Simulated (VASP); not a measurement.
# LiBe (P1) in VASP: relaxation of cell and atoms with PBE

Aim: the relaxation of cell and atoms of LiBe with PBE.

Program: VASP 6.6.1. These are calculated values, not measurements. Logs are shortened: lines on timing, memory, paths and dates and some standing lists are left out, and cuts for length are marked.

## Step 1: The cell of the first run

The typed cell holds 4 atoms: a = 3.054 Å, b = 3.348 Å, c = 5.689 Å, α = 74.21°, β = 106.85°, γ = 70.42°.

The cell was generated, and may not be a known phase.

## Step 2: Relaxation of cell and atoms, PBE

Contents of INCAR:

```
SYSTEM = LiBe
  PREC = Accurate
  ENCUT = 600
  EDIFF = 1E-6
  ISMEAR = 0
  SIGMA = 0.1
  LREAL = .False.
  LASPH = .True.
  NELM = 60
  ALGO = Normal
  ISIF = 3
  LWAVE = .False.
  LCHARG = .False.
  GGA = PE
  IBRION = 2
  NSW = 90
  EDIFFG = -0.04
```

Contents of KPOINTS:

```
Automatic mesh
0
Gamma
  6 6 4
  0 0 0
```

Contents of POSCAR:

```
LiBe
1.0
    3.0541166215      0.0000000000      0.0000000000
    1.1222185513      3.1541840801      0.0000000000
   -1.6495605480      2.2303615058      4.9673161122
Li Be
2 2
Direct
    0.7619945254      0.0807107879      0.0195376508
    0.9025744725      0.4050909513      0.2568082408
    0.4777326837      0.4701645104      0.5803093053
    0.4866417575      0.7933863114      0.3105415322
```

Potentials or basis: VASP PAW PBE potentials, release 64 (Li_sv, Be).

Command:

```bash
cat potpaw_PBE.64/Li_sv/POTCAR potpaw_PBE.64/Be/POTCAR > POTCAR
mpirun -np 1 vasp_std > vasp.out
```

OUTCAR:

```text
SYSTEM = LiBe
   PREC = Accurate
   ENCUT = 600
   EDIFF = 1E-6
   ISMEAR = 0
   LREAL = .False.
   LASPH = .True.
   NELM = 60
   ISIF = 3
   GGA = PE
   IBRION = 2
   NSW = 90
   EDIFFG = -0.04

 ion  position               nearest neighbor table
   1  0.762  0.081  0.020-   2 1.99   4 2.04   2 2.12   4 2.20   3 2.22
   2  0.903  0.405  0.257-   4 1.65   1 1.99   4 2.09   1 2.12   3 2.26
   3  0.478  0.470  0.580-   4 1.63   1 2.22   2 2.26
   4  0.487  0.793  0.311-   3 1.63   2 1.65   1 2.04   2 2.09   1 2.20

  LATTYP: Found a triclinic cell.
 ALAT       =     3.3478727108
 B/A-ratio  =     1.5632637352
 C/A-ratio  =     1.6994211374
 COS(alpha) =     0.0048982876
 COS(beta)  =     0.2721508054
 COS(gamma) =     0.8352981733

  Lattice vectors:

 A1 = (  -1.1222185513,  -3.1541840801,   0.0000000000)
 A2 = (  -4.1763351728,  -3.1541840801,   0.0000000000)
 A3 = (   1.6495605480,  -2.2303615058,  -4.9673161122)

Analysis of symmetry for initial positions (statically):
=====================================================================
 Subroutine PRICEL returns:
 Original cell was already a primitive cell.

 Routine SETGRP: Setting up the symmetry group for a
 triclinic supercell.

 Subroutine GETGRP returns: Found  1 space group operations
 (whereof  1 operations were pure point group operations)
 out of a pool of  2 trial point group operations.

The static configuration has the point symmetry C_1 .

Analysis of symmetry for dynamics (positions and initial velocities):
=====================================================================
 Subroutine PRICEL returns:
 Original cell was already a primitive cell.

 Routine SETGRP: Setting up the symmetry group for a
 triclinic supercell.

 Subroutine GETGRP returns: Found  1 space group operations
 (whereof  1 operations were pure point group operations)
 out of a pool of  2 trial point group operations.

The dynamic configuration has the point symmetry C_1 .

 Subroutine INISYM returns: Found  1 space group operations
 (whereof  1 operations are pure point group operations),
 and found     1 'primitive' translations

----------------------------------------------------------------------------------------

                                     Primitive cell

  volume of cell :      47.8514

  direct lattice vectors                    reciprocal lattice vectors
     3.054116621  0.000000000  0.000000000     0.327426920 -0.116494331  0.161039681
     1.122218551  3.154184080  0.000000000     0.000000000  0.317039201 -0.142352935
    -1.649560548  2.230361506  4.967316112     0.000000000  0.000000000  0.201315958

  length of vectors
     3.054116621  3.347872711  5.689445650     0.383031456  0.347531600  0.201315958

  position of ions in fractional coordinates (direct lattice)
     0.761994525  0.080710788  0.019537651
     0.902574472  0.405090951  0.256808241
     0.477732684  0.470164510  0.580309305
     0.486641758  0.793386311  0.310541532

  ion indices of the primitive-cell ions
   primitive index   ion index
                 1           1
                 2           2
                 3           3
                 4           4

----------------------------------------------------------------------------------------

 KPOINTS: Automatic mesh

Automatic generation of k-mesh.
 Grid dimensions read from file:
 generate k-points for:    6    6    4

 Generating k-lattice:

  Cartesian coordinates                     Fractional coordinates (reciprocal lattice)
     0.054571153 -0.019415722  0.026839947     0.166666667 -0.000000000  0.000000000
     0.000000000  0.052839867 -0.023725489     0.000000000  0.166666667 -0.000000000
     0.000000000  0.000000000  0.050328989     0.000000000  0.000000000  0.250000000

  Length of vectors
     0.063838576  0.057921933  0.050328989

  Shift w.r.t. Gamma in fractional coordinates (k-lattice)
     0.000000000  0.000000000  0.000000000

 Subroutine IBZKPT returns following result:
 ===========================================

 Found     76 irreducible k-points:

 Following reciprocal coordinates:
            Coordinates               Weight
  0.000000  0.000000  0.000000      1.000000
  0.166667  0.000000  0.000000      2.000000
  0.333333  0.000000 -0.000000      2.000000
  0.500000 -0.000000 -0.000000      1.000000
  0.000000  0.166667  0.000000      2.000000
  0.166667  0.166667  0.000000      2.000000
[... 16 lines left out ...]
  0.333333  0.000000  0.250000      2.000000
  0.500000 -0.000000  0.250000      2.000000
 [... further k-points ...]
   k-points           NKPTS =     76   k-points in BZ     NKDIM =     76   number of bands    NBANDS=      9
   number of dos      NEDOS =    301   number of ions     NIONS =      4
   total plane-waves  NPLWV =  32256
   dimension x,y,z NGX =    24 NGY =   28 NGZ =   48
   dimension x,y,z NGXF=    48 NGYF=   56 NGZF=   96
   ions per type =               2   2
   NGX,Y,Z   is equivalent  to a cutoff of  13.06, 13.90, 14.03 a.u.
   NGXF,Y,Z  is equivalent  to a cutoff of  26.13, 27.81, 28.05 a.u.
 SYSTEM =  LiBe
   PREC   = accura    normal or accurate (medium, high low for compatibility)
   ISTART =      0    job   : 0-new  1-cont  2-samecut
   ICHARG =      2    charge: 1-file 2-atom 10-const
   ISPIN  =      1    spin polarized calculation?
   LNONCOLLINEAR =      F non collinear calculations
   LSORBIT =      F    spin-orbit coupling
   LASPH  =      T    aspherical Exc in radial PAW
   ENCUT  =  600.0 eV  44.10 Ry    6.64 a.u.   6.10  6.69 11.36*2*pi/ulx,y,z
   NELM   =     60;   NELMIN=  2; NELMDL= -5     # of ELM steps
   EDIFF  = 0.1E-05   stopping-criterion for ELM
   LREAL  =      F    real-space projection
   EDIFFG = -.4E-01   stopping-criterion for IOM
   NSW    =     90    number of steps for IOM
   IBRION =      2    ionic relax: 0-MD 1-quasi-New 2-CG
   NFREE  =      1    steps in history (QN), initial steepest desc. (CG)
   ISIF   =      3    stress and relaxation
   ISYM   =      2    0-nonsym 1-usesym 2-fastsym
   POTIM  = 0.5000    time-step for ionic-motion
   TEBEG  =    0.0;   TEEND  =   0.0 temperature during run
   PSTRESS=    0.0 pullay stress
   NELECT =      10.0000    total number of electrons
   NUPDOWN=      -1.0000    fix difference up-down
   EMIN   =  10.00;   EMAX   =-10.00  energy-range for DOS
   EFERMI =   0.00;   METHOD = LEGACY
   ISMEAR =     0;   SIGMA  =   0.10  broadening in eV -4-tet -1-fermi 0-gaus
   EFERMI_NEDOS =   21; number of points for ismear=-14 and -15
   IALGO  =     38    algorithm
   IMIX   =      4    mixing-type and parameters
     AMIX     =   0.40;   BMIX     =  1.00
     AMIX_MAG =   1.60;   BMIX_MAG =  1.00
  volume/ion in A,a.u.               =      11.96        80.73
  Fermi-wavevector in a.u.,A,eV,Ry     =   0.971501  1.835871 12.841377  0.943815
  Thomas-Fermi vector in A             =   2.101723
   LORBIT       =      0    0 simple, 1 ext, 2 COOP (PROOUT), +10 PAW based schemes
   GGA     = PE    functional components
   LHFCALC =     F    Hartree Fock is set to
   AEXX    =    0.0000 exact exchange contribution
   IVDW    =     0    specifies the selected vdW correction
   LEPSILON=     F    determine dielectric tensor
   LRPA    =     F    only Hartree local field effects (RPA)
 conjugate gradient relaxation of ions
 non-spin polarized calculation
 Gauss-broadening in eV      SIGMA  =   0.10
  energy-cutoff  :      600.00
  volume of cell :       47.85
 maximum number of plane-waves:      1614
   NGX = 13   NGY = 13   NGZ = 23

--------------------------------------- Ionic step        1  -------------------------------------------

 number of electron      10.0000003 magnetization

 Free energy of the ion-electron system (eV)
  ---------------------------------------------------
  ext. energy  EPLUGINS =         0.00000000
  ---------------------------------------------------
  free energy    TOTEN  =        -4.91043908 eV

  energy without entropy =       -4.90330836  energy(sigma->0) =       -4.90687372

------------------------ aborting loop because EDIFF is reached ----------------------------------------

  FORCE on cell =-STRESS in cart. coord.  units (eV):
  Direction    XX          YY          ZZ          XY          YZ          ZX
  --------------------------------------------------------------------------------------
  -------------------------------------------------------------------------------------
  Total        2.6069160      6.9376656     10.7270653     -2.8194245     -1.2840572     -4.9138400
  in kB       87.2857126    232.2894560    359.1675213    -94.4010027    -42.9932736   -164.5269863
  external PRESSURE =     226.2475633 kB  Pullay stress =       0.0000000 kB
[... 95 lines left out ...]
  FREE ENERGIE OF THE ION-ELECTRON SYSTEM (eV)
  ---------------------------------------------------
  free  energy   TOTEN  =        -7.0197942884 eV

  energy  without entropy=       -7.0118023911  energy(sigma->0) =       -7.01579834

 E-fermi :   1.9120     XC(G=0):  -8.1890

 val. band max:        1.8930890351   @ k =  -0.1667   0.5000   0.2500
 cond. band min:       1.9246818030   @ k =   0.3333   0.0000   0.5000
 fundamental gap:      0.0315927679
 Fermi energy:         1.9119609958

 k-point     1 :       0.0000    0.0000    0.0000
  band No.  band energies     occupation
      1     -44.5551      2.00000
      2     -44.1681      2.00000
      3      -4.6253      2.00000
      4      -1.1520      2.00000
      5      -0.3094      2.00000
      6       1.7096      1.99579
      7       3.2020      0.00000
      8       5.5409      0.00000
      9       6.8887      0.00000
[... 265 lines left out ...]
 k-point    24 :       0.5000   -0.0000    0.2500
  band No.  band energies     occupation
      1     -44.4516      2.00000
      2     -44.0619      2.00000
      3       0.1916      2.00000
      4       0.4018      2.00000
      5       2.1147      0.00414
      6       4.6198      0.00000
      7       6.5182      0.00000
      8       7.3760      0.00000
      9       7.9104      0.00000

 [... further k-points ...]

[... ionic steps 4 to 49 ...]

--------------------------------------- Ionic step       50  -------------------------------------------

 number of electron      10.0000004 magnetization

------------------------ aborting loop because EDIFF is reached ----------------------------------------

  FORCE on cell =-STRESS in cart. coord.  units (eV):
  Direction    XX          YY          ZZ          XY          YZ          ZX
  --------------------------------------------------------------------------------------
  -------------------------------------------------------------------------------------
  Total        0.0323800     -0.0972851      0.0070679      0.0097834      0.0501997      0.0787744
  in kB        1.2247013     -3.6795969      0.2673292      0.3700374      1.8986921      2.9794679
  external PRESSURE =      -0.7291888 kB  Pullay stress =       0.0000000 kB
[... 61 lines left out ...]
  energy  without entropy=      -10.5638469647  energy(sigma->0) =      -10.56629393

--------------------------------------- Ionic step       52  -------------------------------------------

 number of electron      10.0000005 magnetization

 Free energy of the ion-electron system (eV)
  ---------------------------------------------------
  ext. energy  EPLUGINS =         0.00000000
  ---------------------------------------------------
  free energy    TOTEN  =       -10.56940315 eV

  energy without entropy =      -10.56417811  energy(sigma->0) =      -10.56679063

 E-fermi :   3.6278     XC(G=0):  -9.2159

 val. band max:        3.5977442881   @ k =   0.5000  -0.0000   0.2500
 cond. band min:       3.6593119937   @ k =  -0.3333   0.1667   0.2500
 fundamental gap:      0.0615677056
 Fermi energy:         3.6277686245

 k-point     1 :       0.0000    0.0000    0.0000
  band No.  band energies     occupation
      1     -42.5241      2.00000
      2     -42.4271      2.00000
      3      -4.0373      2.00000
      4       0.7006      2.00000
      5       1.6446      2.00000
      6       2.5695      2.00000
      7       7.7824      0.00000
      8       9.1454      0.00000
      9       9.4883      0.00000
[... 307 lines left out ...]
  FREE ENERGIE OF THE ION-ELECTRON SYSTEM (eV)
  ---------------------------------------------------
  free  energy   TOTEN  =       -10.5694031491 eV

  energy  without entropy=      -10.5641781129  energy(sigma->0) =      -10.56679063

 reached required accuracy - stopping structural energy minimisation
```

Wall time 22 min (1 thread of Oxide Virtual Turin-like, shared host); peak memory 0.17 GiB.

What came out:

- Free energy: -10.5694 eV
- Relaxed volume: 10.57 Å³/atom
- Relaxed cell: a = 2.262 Å, b = 3.636 Å, c = 6.023 Å, α = 88.88°, β = 121.40°, γ = 89.39°
- Space group after relaxing (to 0.1 Å): P-1 (No. 2)
- Energy gained by relaxing: 1414.7 meV/atom
- Ionic steps: 52
- Pressure after relaxing: 0.3 GPa
- Largest force after relaxing: 0.039 eV/Å
- Band gap on the k mesh: zero (bands 5 and 6 overlap by 4.65 eV)

Forces in eV/Å, atoms in the order of the input:
```
Li   0.013  0.012 -0.017
Li  -0.014  0.005  0.021
Be  -0.006 -0.038 -0.001
Be   0.006  0.022 -0.003
```

The path:
| step | energy change (eV) | largest force (eV/Å) | pressure (GPa) | volume (Å³) |
| --- | --- | --- | --- | --- |
| 1 | 0.0000 | 4.7439 | 22.62 | 47.85 |
| 3 | -2.1094 | 2.5071 | 2.22 | 60.59 |
| 5 | -3.1613 | 0.8349 | -5.07 | 70.79 |
| 7 | -3.6389 | 1.0139 | -0.79 | 61.54 |
| 9 | -3.8767 | 1.4628 | 1.96 | 56.69 |
| 11 | -4.0967 | 0.2890 | 0.61 | 55.75 |
| 13 | -4.2062 | 0.2310 | 0.01 | 56.06 |
| 15 | -4.2650 | 0.4567 | -0.49 | 56.32 |
| 17 | -4.3555 | 0.5024 | -0.67 | 54.87 |
| 19 | -4.5191 | 0.7152 | -1.06 | 52.69 |
| 21 | -4.2334 | 2.0748 | 5.94 | 41.31 |
| 23 | -4.7480 | 1.4508 | 1.67 | 44.06 |
| 25 | -4.8185 | 1.3835 | 0.43 | 45.51 |
| 27 | -4.8528 | 1.3138 | 0.84 | 44.54 |
| 29 | -4.9658 | 1.1629 | 0.45 | 44.63 |
| 31 | -5.2079 | 0.7556 | -0.11 | 44.88 |
| 33 | -5.2448 | 0.6215 | -0.48 | 44.90 |
| 35 | -5.3082 | 0.8243 | -2.58 | 44.90 |
| 37 | -5.3811 | 0.4388 | -1.05 | 43.87 |
| 39 | -5.3335 | 1.2468 | 8.41 | 38.24 |
| 41 | -5.4712 | 0.6190 | 2.24 | 41.21 |
| 43 | -5.5525 | 0.6166 | 3.02 | 40.22 |
| 45 | -5.6171 | 0.4045 | -0.74 | 42.53 |
| 47 | -5.6428 | 0.2467 | -0.03 | 42.16 |
| 49 | -5.6565 | 0.0583 | 0.02 | 42.30 |
| 51 | -5.6583 | 0.0422 | 0.06 | 42.33 |
| 52 | -5.6590 | 0.0388 | 0.32 | 42.27 |

Final structure:
```yaml
crystal:
  lattice:
    - [2.20405, -0.35299, -0.36881]
    - [0.44596, 3.49090, -0.91417]
    - [-2.03417, 1.79104, 5.37836]
  atoms:
    - { symbol: Li, position: [0.51941, 0.93784, 0.89801] }
    - { symbol: Li, position: [0.79633, 0.43596, 0.18530] }
    - { symbol: Be, position: [0.55208, 0.43967, 0.63013] }
    - { symbol: Be, position: [0.76113, 0.93589, 0.45375] }
```

Levels at points of the mesh, in eV from the Fermi level:
| k point | band 3 | band 4 | band 5 | band 6 | band 7 | band 8 |
| --- | --- | --- | --- | --- | --- | --- |
| (0.00, 0.00, 0.00) | -7.67 | -2.93 | -1.98 | -1.06 | 4.15 | 5.52 |
| (0.50, 0.00, 0.00) | -2.43 | -2.22 | -0.51 | 3.41 | 5.69 | 5.84 |
| (0.00, 0.50, 0.00) | -5.67 | -5.58 | -2.28 | -2.00 | 2.86 | 3.34 |
| (0.50, 0.50, 0.00) | -1.77 | -1.70 | 2.07 | 2.20 | 2.91 | 3.00 |
| (0.00, 0.00, 0.50) | -7.53 | -4.43 | -0.69 | 1.90 | 2.32 | 2.70 |
| (0.50, 0.00, 0.50) | -2.59 | -2.33 | 0.62 | 2.30 | 5.72 | 5.91 |
| (0.00, 0.50, 0.50) | -5.58 | -5.48 | -2.69 | -2.58 | 5.21 | 5.29 |
| (0.50, 0.50, 0.50) | -1.72 | -1.61 | 1.45 | 1.73 | 3.74 | 3.84 |

Caveat: the k points lie up to 0.46 Å⁻¹ apart in the final cell, too coarse for converged energies and pressures of a metal; the cutoff is under 1.25 times the usual one of these potentials, so pressure, stress and relaxed cells hold a basis-set (Pulay) error; a cell axis changed by over 15 % at a fixed basis, so the end point is rough.

The gap in the log of VASP goes by the Fermi energy; the results here count the filled bands.